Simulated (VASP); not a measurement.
A run of VASP 6.6.1 is set up as follows.

INCAR

```
  PREC = Accurate
  ENCUT = 520
  EDIFF = 1E-6
  ISMEAR = 0
  SIGMA = 0.01
  LREAL = False
  LASPH = True
  NELM = 80
  ALGO = Normal
  ISIF = 2
  LWAVE = False
  LCHARG = False
  GGA = PS
  NBANDS = 35
```

Contents of KPOINTS:

```
regular mesh
0
Gamma
  12 12 2
```

POSCAR

```
SnO2
1.0
    3.2730884542      0.0000000000      0.0000000000
   -1.6365442271      2.8345778668      0.0000000000
    0.0000000000      0.0000000000     10.9325593628
Sn O
2 4
Direct
    0.0000000000      0.0000000000      0.5000000000
    0.0000000000      0.0000000000      0.0000000000
    0.6666666667      0.3333333333      0.4058620000
    0.6666666667      0.3333333333      0.0941380000
    0.3333333333      0.6666666667      0.5941380000
    0.3333333333      0.6666666667      0.9058620000
```

Potentials or basis: VASP PAW PBE potentials, release 64 (Sn_d, O).

Command:

```bash
$ cat potpaw_PBE.64/Sn_d/POTCAR potpaw_PBE.64/O/POTCAR > POTCAR
$ mpirun -np 1 vasp_std > vasp.out
```

(1) Predict the pressure.

(2) What does it give for the largest force?

Results:

(1) -8.1 GPa.

(2) 0.712 eV/Å.

Caveat: the stress differs along the axes, from -10 to -4 GPa; the PAW data sets were made with another functional, which shifts forces and pressure a little.
